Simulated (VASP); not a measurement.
# CaO (Fm-3m) in VASP: further runs

CaO is run at these levels: r2SCAN; tasks: single point.

Everything below comes from runs of VASP 6.6.1. Logs are shortened: lines on timing, memory, paths and dates and some standing lists are left out, and cuts for length are marked.

### Step 1. The cell of the first run

It takes space group Fm-3m (No. 225, cubic). Conventional cell: a = 4.506 Å, b = 4.506 Å, c = 4.506 Å, α = 90.00°, β = 90.00°, γ = 90.00°. Ca (site symmetry m-3m) has 6 O at 2.25 Å within 3.0 Å. Within 3.0 Å of O (site symmetry m-3m) lie 6 Ca at 2.25 Å.

### Step 2. Single point, r2SCAN (strain -0.080 along x and y, -0.080 along z)

The input, POSCAR:

```
CaO
1.0
    0.0000000000      2.2530800000      2.2530800000
    2.2530800000      0.0000000000      2.2530800000
    2.2530800000      2.2530800000      0.0000000000
Ca O
1 1
Direct
    0.0000000000      0.0000000000      0.0000000000
    0.5000000000      0.5000000000      0.5000000000
```

The input, INCAR.step1:

```
  PREC = Accurate
  ENCUT = 520
  ISMEAR = 0
  SIGMA = 0.05
  LREAL = F
  LASPH = T
  NELM = 100
  NBANDS = 15
  GGA = PE
  ALGO = Normal
  EDIFF = 1E-4
  LWAVE = T
  LCHARG = F
```

The input, INCAR.step2:

```
  PREC = Accurate
  ENCUT = 520
  EDIFF = 1E-7
  ISMEAR = 0
  SIGMA = 0.05
  LREAL = F
  LASPH = T
  NELM = 100
  ALGO = Normal
  ISIF = 2
  LWAVE = F
  LCHARG = F
  METAGGA = R2SCAN
  LMIXTAU = T
  NBANDS = 15
  ISTART = 1
```

The input, KPOINTS:

```
regular mesh
0
Gamma
  8 8 8
```

Potentials or basis: VASP PAW PBE potentials, release 64 (Ca_sv, O).

Started as:

```sh
> cat potpaw_PBE.64/Ca_sv/POTCAR potpaw_PBE.64/O/POTCAR > POTCAR
> cp INCAR.step1 INCAR
> mpirun -np 1 vasp_std > vasp.out
> cp INCAR.step2 INCAR
> mpirun -np 1 vasp_std > vasp.out
```

OUTCAR:

```text
PREC = Accurate
   ENCUT = 520
   EDIFF = 1E-7
   ISMEAR = 0
   LREAL = F
   LASPH = T
   NELM = 100
   ISIF = 2
   METAGGA = R2SCAN
   ISTART = 1

 ion  position               nearest neighbor table
   1  0.000  0.000  0.000-   2 2.25   2 2.25   2 2.25   2 2.25   2 2.25   2 2.25
   2  0.500  0.500  0.500-   1 2.25   1 2.25   1 2.25   1 2.25   1 2.25   1 2.25

  LATTYP: Found a face centered cubic cell.
 ALAT       =     4.5061600000

  Lattice vectors:

 A1 = (   0.0000000000,   2.2530800000,   2.2530800000)
 A2 = (   2.2530800000,   0.0000000000,   2.2530800000)
 A3 = (   2.2530800000,   2.2530800000,   0.0000000000)

Analysis of symmetry for initial positions (statically):
=====================================================================
 Subroutine PRICEL returns:
 Original cell was already a primitive cell.

 Routine SETGRP: Setting up the symmetry group for a
 face centered cubic supercell.

 Subroutine GETGRP returns: Found 48 space group operations
 (whereof 48 operations were pure point group operations)
 out of a pool of 48 trial point group operations.

The static configuration has the point symmetry O_h .

Analysis of symmetry for dynamics (positions and initial velocities):
=====================================================================
 Subroutine PRICEL returns:
 Original cell was already a primitive cell.

 Routine SETGRP: Setting up the symmetry group for a
 face centered cubic supercell.

 Subroutine GETGRP returns: Found 48 space group operations
 (whereof 48 operations were pure point group operations)
 out of a pool of 48 trial point group operations.

The dynamic configuration has the point symmetry O_h .

 Subroutine INISYM returns: Found 48 space group operations
 (whereof 48 operations are pure point group operations),
 and found     1 'primitive' translations

----------------------------------------------------------------------------------------

                                     Primitive cell

  volume of cell :      22.8749

  direct lattice vectors                    reciprocal lattice vectors
     0.000000000  2.253080000  2.253080000    -0.221918441  0.221918441  0.221918441
     2.253080000  0.000000000  2.253080000     0.221918441 -0.221918441  0.221918441
     2.253080000  2.253080000  0.000000000     0.221918441  0.221918441 -0.221918441

  length of vectors
     3.186336293  3.186336293  3.186336293     0.384374014  0.384374014  0.384374014

  position of ions in fractional coordinates (direct lattice)
     0.000000000  0.000000000  0.000000000
[... 88 lines left out ...]
   PSTRESS=    0.0 pullay stress
   NELECT =      16.0000    total number of electrons
   NUPDOWN=      -1.0000    fix difference up-down
   EMIN   =  10.00;   EMAX   =-10.00  energy-range for DOS
   EFERMI =   0.00;   METHOD = LEGACY
   ISMEAR =     0;   SIGMA  =   0.05  broadening in eV -4-tet -1-fermi 0-gaus
   EFERMI_NEDOS =   21; number of points for ismear=-14 and -15
   IALGO  =     38    algorithm
   IMIX   =      4    mixing-type and parameters
     AMIX     =   0.40;   BMIX     =  1.00
     AMIX_MAG =   1.60;   BMIX_MAG =  1.00
  volume/ion in A,a.u.               =      11.44        77.18
  Fermi-wavevector in a.u.,A,eV,Ry     =   1.453209  2.746168 28.733024  2.111818
  Thomas-Fermi vector in A             =   2.570502
   LORBIT       =      0    0 simple, 1 ext, 2 COOP (PROOUT), +10 PAW based schemes
   METAGGA = R2SCAN    functional components
   LHFCALC =     F    Hartree Fock is set to
   AEXX    =    0.0000 exact exchange contribution
   IVDW    =     0    specifies the selected vdW correction
   LEPSILON=     F    determine dielectric tensor
   LRPA    =     F    only Hartree local field effects (RPA)
 non-spin polarized calculation
 Gauss-broadening in eV      SIGMA  =   0.05
  energy-cutoff  :      520.00
  volume of cell :       22.87
 maximum number of plane-waves:       636
   NGX = 11   NGY = 11   NGZ = 11

 number of electron      16.0000004 magnetization

 Free energy of the ion-electron system (eV)
  ---------------------------------------------------
  ext. energy  EPLUGINS =         0.00000000
  ---------------------------------------------------
  free energy    TOTEN  =       -18.99596570 eV

  energy without entropy =      -18.99596570  energy(sigma->0) =      -18.99596570

 E-fermi :   3.5507     XC(G=0): -12.1408

 val. band max:        3.2374319598   @ k =   0.0000   0.0000   0.0000
 cond. band min:       7.2696172944   @ k =   0.5000   0.5000   0.0000
 fundamental gap:      4.0321853345
 Fermi energy:         3.5506779217

 k-point     1 :       0.0000    0.0000    0.0000
  band No.  band energies     occupation
      1     -35.1003      2.00000
      2     -14.7818      2.00000
      3     -14.7818      2.00000
      4     -14.7818      2.00000
      5     -13.6112      2.00000
      6       3.2374      2.00000
      7       3.2374      2.00000
      8       3.2374      2.00000
      9      10.4950      0.00000
     10      10.5107      0.00000
     11      10.5108      0.00000
     12      10.5108      0.00000
     13      12.4722      0.00000
     14      12.4722      0.00000
[... 401 lines left out ...]
      2     -16.7853      2.00000
      3     -15.2273      2.00000
      4     -15.0138      2.00000
      5     -11.8024      2.00000
      6       0.8989      2.00000
      7       1.8806      2.00000
      8       1.9346      2.00000
      9      11.3882      0.00000
     10      11.4816      0.00000
     11      13.8599      0.00000
     12      14.5080      0.00000
     13      15.8665      0.00000
     14      18.0226      0.00000
     15      20.9094      0.00000

 [... further k-points ...]

------------------------ aborting loop because EDIFF is reached ----------------------------------------

  FORCE on cell =-STRESS in cart. coord.  units (eV):
  Direction    XX          YY          ZZ          XY          YZ          ZX
  --------------------------------------------------------------------------------------
  -------------------------------------------------------------------------------------
  Total        4.9856319      4.9856319      4.9856319      0.0000000      0.0000000      0.0000000
  in kB      349.1973678    349.1973678    349.1973678      0.0000000      0.0000000      0.0000000
  external PRESSURE =     349.1973678 kB  Pullay stress =       0.0000000 kB

 VOLUME and BASIS-vectors are now :
 -----------------------------------------------------------------------------
  energy-cutoff  :      520.00
  volume of cell :       22.87
      direct lattice vectors                 reciprocal lattice vectors
     0.000000000  2.253080000  2.253080000    -0.221918441  0.221918441  0.221918441
     2.253080000  0.000000000  2.253080000     0.221918441 -0.221918441  0.221918441
     2.253080000  2.253080000  0.000000000     0.221918441  0.221918441 -0.221918441

 POSITION                                       TOTAL-FORCE (eV/Angst)
 -----------------------------------------------------------------------------------
      0.00000      0.00000      0.00000         0.000000     -0.000000      0.000000
      2.25308      2.25308      2.25308        -0.000000      0.000000     -0.000000
 -----------------------------------------------------------------------------------
    total drift:                                0.000000     -0.000000     -0.000000

  FREE ENERGIE OF THE ION-ELECTRON SYSTEM (eV)
  ---------------------------------------------------
  free  energy   TOTEN  =       -18.9959656959 eV

  energy  without entropy=      -18.9959656959  energy(sigma->0) =      -18.99596570
```

Run time: 25 s. Hardware: 1 thread of Intel Xeon Platinum 8559C (Emerald Rapids), shared host; peak memory 0.14 GiB.

What came out:

```
Free energy            : -18.9960 eV
Pressure               : 34.9 GPa
Band gap on the k mesh : 4.03 eV, indirect (least direct gap 4.32 eV)
```

Caveat: the cell differs from its parent crystal (strain -0.080 along x and y, -0.080 along z); the PAW data sets were made with another functional, which shifts forces and pressure a little.

### Step 3. Single point, r2SCAN (strain -0.040 along x and y, -0.040 along z)

The input, POSCAR:

```
CaO
1.0
    0.0000000000      2.3510400000      2.3510400000
    2.3510400000      0.0000000000      2.3510400000
    2.3510400000      2.3510400000      0.0000000000
Ca O
1 1
Direct
    0.0000000000      0.0000000000      0.0000000000
    0.5000000000      0.5000000000      0.5000000000
```

The input, INCAR.step1:

```
ALGO = Normal ; EDIFF = 1E-4
ENCUT = 520 ; GGA = PE
ISMEAR = 0 ; LASPH = T
LCHARG = F ; LREAL = F
LWAVE = T ; NBANDS = 15
NELM = 100 ; PREC = Accurate
SIGMA = 0.05
```

The input, INCAR.step2:

```
ALGO = Normal ; EDIFF = 1E-6
ENCUT = 520 ; ISIF = 2
ISMEAR = 0 ; ISTART = 1
LASPH = T ; LCHARG = F
LMIXTAU = T ; LREAL = F
LWAVE = F ; METAGGA = R2SCAN
NBANDS = 15 ; NELM = 100
PREC = Accurate ; SIGMA = 0.05
```

The input, KPOINTS:

```
k-points
0
Gamma
  8 8 8
```

Potentials or basis: VASP PAW PBE potentials, release 64 (Ca_sv, O).

Started as:

```sh
> cat potpaw_PBE.64/Ca_sv/POTCAR potpaw_PBE.64/O/POTCAR > POTCAR
> cp INCAR.step1 INCAR
> mpirun -np 1 vasp_std > vasp.out
> cp INCAR.step2 INCAR
> mpirun -np 1 vasp_std > vasp.out
```

Run time: 32 s. Hardware: 1 thread of Intel Xeon Platinum 8559C (Emerald Rapids), shared host; peak memory 0.16 GiB.

It converged, with:

| Item | Value |
| --- | --- |
| Free energy | -19.4030 eV |
| Pressure | 9.2 GPa |
| Band gap on the k mesh | 4.16 eV, indirect (least direct gap 4.52 eV) |

Levels at points of the mesh, in eV from the valence-band top:
```
           k point  band 5  band 6  band 7  band 8  band 9  band 10  band 11  band 12
(0.00, 0.00, 0.00)  -16.60    0.00    0.00    0.00    6.01     7.01     7.01     7.01
(0.50, 0.00, 0.00)  -15.00   -2.76   -1.34   -1.34    8.02     9.42     9.42     9.75
(0.50, 0.50, 0.00)  -16.39   -1.25   -0.35   -0.35    4.16     9.27    10.01    10.69
```

Caveat: the cell differs from its parent crystal (strain -0.040 along x and y, -0.040 along z); the PAW data sets were made with another functional, which shifts forces and pressure a little. A k mesh can miss the band edges.

### Step 4. Single point, r2SCAN (strain +0.040 along x and y, +0.040 along z)

The input, POSCAR:

```
CaO
1.0
    0.0000000000      2.5469600000      2.5469600000
    2.5469600000      0.0000000000      2.5469600000
    2.5469600000      2.5469600000      0.0000000000
Ca O
1 1
Direct
    0.0000000000      0.0000000000      0.0000000000
    0.5000000000      0.5000000000      0.5000000000
```

The input, INCAR.step1:

```
PREC = Accurate ; ENCUT = 520
ISMEAR = 0 ; SIGMA = 0.05
LREAL = F ; LASPH = T
NELM = 80 ; NBANDS = 15
GGA = PE ; ALGO = Normal
EDIFF = 1E-4 ; LWAVE = T
LCHARG = F
```

The input, INCAR.step2:

```
PREC = Accurate ; ENCUT = 520
EDIFF = 1E-6 ; ISMEAR = 0
SIGMA = 0.05 ; LREAL = F
LASPH = T ; NELM = 80
ALGO = Normal ; ISIF = 2
LWAVE = F ; LCHARG = F
METAGGA = R2SCAN ; LMIXTAU = T
NBANDS = 15 ; ISTART = 1
```

The input, KPOINTS:

```
regular mesh
0
Gamma
  8 8 8
```

Started as:

```sh
> cat potpaw_PBE.64/Ca_sv/POTCAR potpaw_PBE.64/O/POTCAR > POTCAR
> cp INCAR.step1 INCAR
> mpirun -np 1 vasp_std > vasp.out
> cp INCAR.step2 INCAR
> mpirun -np 1 vasp_std > vasp.out
```

Run time: 34 s. Hardware: 1 thread of Intel Xeon Platinum 8559C (Emerald Rapids), shared host; peak memory 0.17 GiB.

Results (log left out):

* Free energy: -19.1958 eV
* Pressure: -13.9 GPa
* Band gap on the k mesh: 4.10 eV, direct

Levels at points of the mesh, in eV from the valence-band top:
```csv
k point,band 6,band 7,band 8,band 9,band 10,band 11
"(0.00, 0.00, 0.00)",0.00,0.00,0.00,4.10,6.37,6.37
"(0.50, 0.00, 0.00)",-2.22,-0.89,-0.89,6.87,7.89,8.08
"(0.50, 0.50, 0.00)",-1.31,-0.39,-0.39,4.16,7.52,8.62
```

Caveat: the cell differs from its parent crystal (strain +0.040 along x and y, +0.040 along z); the PAW data sets were made with another functional, which shifts forces and pressure a little.

### Step 5. Summary

```csv
cell,gap on the mesh (eV),pressure (GPa)
"a = 3.186 Å, angles 60.0°, 2 atoms",4.03,34.9
"a = 3.325 Å, angles 60.0°, 2 atoms",4.16,9.2
"a = 3.602 Å, angles 60.0°, 2 atoms",4.10,-13.9
```

Alike in all rows: task single point; level r2SCAN; potentials or basis VASP PAW PBE potentials, release 64 (Ca_sv, O); no spin polarisation; k mesh 8 × 8 × 8; cutoff (eV) 520; smearing gaussian 0.05 eV.

Caveats: the PAW data sets were made with another functional, which shifts forces and pressure a little.

Total energies depend on the potentials used, so only differences within one code and one set of settings carry meaning.
